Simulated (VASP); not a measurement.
# InSb (F-43m) in VASP: a series of runs, part 2 of 2

VASP 6.6.1. Earlier steps stand in the parts before.

### 3 Single point, HSE06, non-collinear spin, zero start, spin-orbit coupling

This run uses another cell than the first one, of 35.27 Å³/atom.

POSCAR

```
InSb
1.0
    0.0000000000      3.2795130081      3.2795130081
    3.2795130081      0.0000000000      3.2795130081
    3.2795130081      3.2795130081      0.0000000000
In Sb
1 1
Direct
    0.0000000000      0.0000000000      0.0000000000
    0.2500000000      0.2500000000      0.2500000000
```

INCAR.step1

```
PREC = Accurate
ENCUT = 520
EDIFF = 1E-5
ISMEAR = -1
SIGMA = 0.02
LREAL = F
LASPH = T
NELM = 150
ALGO = Normal
ISIF = 2
LWAVE = T
LCHARG = F
LNONCOLLINEAR = T
MAGMOM = 0 0 0 0 0 0
LORBIT = 11
LSORBIT = T
GGA_COMPAT = F
LORBMOM = T
GGA = PE
NBANDS = 30
KPAR = 4
```

INCAR.step2

```
PREC = Accurate
ENCUT = 520
EDIFF = 1E-7
ISMEAR = -1
SIGMA = 0.02
LREAL = F
LASPH = T
NELM = 150
ALGO = Normal
ISIF = 2
LWAVE = F
LCHARG = F
LNONCOLLINEAR = T
MAGMOM = 0 0 0 0 0 0
LORBIT = 11
LSORBIT = T
GGA_COMPAT = F
LORBMOM = T
GGA = PE
LHFCALC = T
HFSCREEN = 0.2079
PRECFOCK = Normal
ISTART = 1
NBANDS = 30
KPAR = 4
```

KPOINTS

```
regular mesh
0
Gamma
  4 4 4
```

Potentials or basis: VASP PAW PBE potentials, release 64 (In_d, Sb).

On the command line:

```
cat potpaw_PBE.64/In_d/POTCAR potpaw_PBE.64/Sb/POTCAR > POTCAR
cp INCAR.step1 INCAR
mpirun -np 4 vasp_ncl > vasp.out
cp INCAR.step2 INCAR
mpirun -np 4 vasp_ncl > vasp.out
```

OUTCAR:

```text
PREC = Accurate
   ENCUT = 520
   EDIFF = 1E-7
   ISMEAR = -1
   LREAL = F
   LASPH = T
   NELM = 150
   ISIF = 2
   LNONCOLLINEAR = T
   LORBIT = 11
   LSORBIT = T
   GGA = PE
   LHFCALC = T
   HFSCREEN = 0.2079
   PRECFOCK = Normal
   ISTART = 1

 ion  position               nearest neighbor table
   1  0.000  0.000  0.000-   2 2.84   2 2.84   2 2.84   2 2.84
   2  0.250  0.250  0.250-   1 2.84   1 2.84   1 2.84   1 2.84

  LATTYP: Found a face centered cubic cell.
 ALAT       =     6.5590260162

  Lattice vectors:

 A1 = (   0.0000000000,   3.2795130081,   3.2795130081)
 A2 = (   3.2795130081,   0.0000000000,   3.2795130081)
 A3 = (   3.2795130081,   3.2795130081,   0.0000000000)

Analysis of symmetry for initial positions (statically):
=====================================================================
 Subroutine PRICEL returns:
 Original cell was already a primitive cell.

 Routine SETGRP: Setting up the symmetry group for a
 face centered cubic supercell.

 Subroutine GETGRP returns: Found 24 space group operations
 (whereof 24 operations were pure point group operations)
 out of a pool of 48 trial point group operations.

The static configuration has the point symmetry T_d .

Analysis of symmetry for dynamics (positions and initial velocities):
=====================================================================
 Subroutine PRICEL returns:
 Original cell was already a primitive cell.

 Routine SETGRP: Setting up the symmetry group for a
 face centered cubic supercell.

 Subroutine GETGRP returns: Found 24 space group operations
 (whereof 24 operations were pure point group operations)
 out of a pool of 48 trial point group operations.

The dynamic configuration has the point symmetry T_d .

Analysis of structural, dynamic, and magnetic symmetry:
=====================================================================
 Subroutine PRICEL returns:
[... 528 lines left out ...]

 orbital moment (y)

 # of ion     p       d       tot
 ----------------------------------------
  1         0.000   0.000   0.000
  2        -0.000   0.000  -0.000
 ----------------------------------------
           -0.000   0.000  -0.000

 orbital moment (z)

 # of ion     p       d       tot
 ----------------------------------------
  1         0.000   0.000   0.000
  2        -0.000   0.000  -0.000
 ----------------------------------------
           -0.000   0.000  -0.000

 Spin-Orbit-Coupling matrix elements

 Ion:    1  E_soc:     -0.0682088
 l=   1
     0.0000000    -0.0052529    -0.0052529
    -0.0052529     0.0000000    -0.0052529
    -0.0052529    -0.0052529     0.0000000
 l=   2
     0.0000000    -0.0012267     0.0000000    -0.0012267    -0.0048886
    -0.0012267     0.0000000    -0.0036664    -0.0012267    -0.0012221
     0.0000000    -0.0036664     0.0000000    -0.0036664     0.0000000
    -0.0012267    -0.0012267    -0.0036664     0.0000000    -0.0012221
    -0.0048886    -0.0012221     0.0000000    -0.0012221     0.0000000
 l=   3
     0.0000000     0.0000000     0.0000000     0.0000000     0.0000000     0.0000000     0.0000000
     0.0000000     0.0000000     0.0000000     0.0000000     0.0000000     0.0000000     0.0000000
     0.0000000     0.0000000     0.0000000     0.0000000     0.0000000     0.0000000     0.0000000
     0.0000000     0.0000000     0.0000000     0.0000000     0.0000000     0.0000000     0.0000000
     0.0000000     0.0000000     0.0000000     0.0000000     0.0000000     0.0000000     0.0000000
     0.0000000     0.0000000     0.0000000     0.0000000     0.0000000     0.0000000     0.0000000
     0.0000000     0.0000000     0.0000000     0.0000000     0.0000000     0.0000000     0.0000000

 Ion:    2  E_soc:     -0.1188482
 l=   1
     0.0000000    -0.0197139    -0.0197139
    -0.0197139     0.0000000    -0.0197138
    -0.0197139    -0.0197138     0.0000000
 l=   2
     0.0000000    -0.0000435     0.0000000    -0.0000435    -0.0000507
    -0.0000435     0.0000000    -0.0000380    -0.0000435    -0.0000127
     0.0000000    -0.0000380     0.0000000    -0.0000380     0.0000000
    -0.0000435    -0.0000435    -0.0000380     0.0000000    -0.0000127
    -0.0000507    -0.0000127     0.0000000    -0.0000127     0.0000000
 l=   3
     0.0000000     0.0000000     0.0000000     0.0000000     0.0000000     0.0000000     0.0000000
     0.0000000     0.0000000     0.0000000     0.0000000     0.0000000     0.0000000     0.0000000
     0.0000000     0.0000000     0.0000000     0.0000000     0.0000000     0.0000000     0.0000000
     0.0000000     0.0000000     0.0000000     0.0000000     0.0000000     0.0000000     0.0000000
     0.0000000     0.0000000     0.0000000     0.0000000     0.0000000     0.0000000     0.0000000
     0.0000000     0.0000000     0.0000000     0.0000000     0.0000000     0.0000000     0.0000000
     0.0000000     0.0000000     0.0000000     0.0000000     0.0000000     0.0000000     0.0000000

 total charge

# of ion       s       p       d       tot
------------------------------------------
    1        0.866   0.702   9.879  11.447
    2        1.137   1.542   0.019   2.699
--------------------------------------------------
tot          2.004   2.244   9.898  14.146

 magnetization (x)

# of ion       s       p       d       tot
------------------------------------------
    1        0.000   0.000  -0.000   0.000
    2        0.000  -0.000  -0.000   0.000
--------------------------------------------------
tot          0.000   0.000  -0.000   0.000

 magnetization (y)

# of ion       s       p       d       tot
------------------------------------------
    1        0.000  -0.000   0.000   0.000
    2        0.000   0.000  -0.000  -0.000
--------------------------------------------------
tot          0.000  -0.000   0.000   0.000

 magnetization (z)

# of ion       s       p       d       tot
------------------------------------------
    1        0.000   0.000   0.000   0.000
    2        0.000   0.000   0.000   0.000
--------------------------------------------------
tot          0.000   0.000   0.000   0.000
```

Wall time 45 min (4 MPI ranks of Intel Xeon Platinum 8259CL at 2.50GHz (Skylake/Cascade Lake), shared host); peak memory 0.53 GiB.

What came out:

* Free energy: -8.4307 eV
* Pressure: -0.5 GPa
* Net moment: 0.00 μB per cell
* Valence electrons inside the program's atomic spheres: In 11.45; Sb 2.70

Moments on the atoms (μB; x, y, z):
```
In  0.00 0.00 0.00
Sb  0.00 0.00 0.00
```

Caveat: the k points lie up to 0.41 Å⁻¹ apart; the PAW data sets were made with another functional, which shifts forces and pressure a little.
